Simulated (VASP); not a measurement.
Write the native input for VASP 6.6.1 that does the following.

```
Task                   : single point
Functional             : PBE
Potentials or basis    : VASP PAW PBE potentials, release 64 (Al, Ru_pv)
Cutoff                 : 520 eV
k mesh                 : 12 × 12 × 12
Occupations            : gaussian, width 0.1 eV
Spin                   : no spin polarisation
Dipole correction      : no
Further INCAR settings : ALGO = Normal; EDIFF = 1e-06; NBANDS = 16
```

The structure of AlRu lies in POSCAR:

```
AlRu
1.0
    3.1236193080      0.0299160000      0.0299160000
    0.0299160000      3.1236193080      0.0299160000
    0.0299160000      0.0299160000      3.1236193080
Al Ru
1 1
Direct
    0.0192990463      0.0192990463      0.0192990463
    0.4807009537      0.4807009537      0.4807009537
```

This cell differs from its parent crystal: strained and its atoms moved.

These files were run (other wordings do the same):

INCAR

```
  ALGO = Normal
  EDIFF = 1E-6
  ENCUT = 520
  GGA = PE
  ISIF = 2
  ISMEAR = 0
  LASPH = True
  LCHARG = False
  LREAL = False
  LWAVE = False
  NBANDS = 16
  NELM = 80
  PREC = Accurate
  SIGMA = 0.1
```

KPOINTS

```
k-points
0
Gamma
  12 12 12
```

Potentials or basis: VASP PAW PBE potentials, release 64 (Al, Ru_pv).

The run is started by

```bash
$ cat potpaw_PBE.64/Al/POTCAR potpaw_PBE.64/Ru_pv/POTCAR > POTCAR
$ mpirun -np 1 vasp_std > vasp.out
```

Results of the run:

The pressure is -16.2 GPa and the largest force is 0.847 eV/Å. The band gap on the k mesh is zero (an odd number of electrons rules out a gap without spin polarisation).

Caveat: the cell differs from its parent crystal (strained and its atoms moved); the cell stands under tension.

Wall time 71 s on 1 thread of Intel Xeon 8259CL (shared host), peak memory 0.21 GiB.
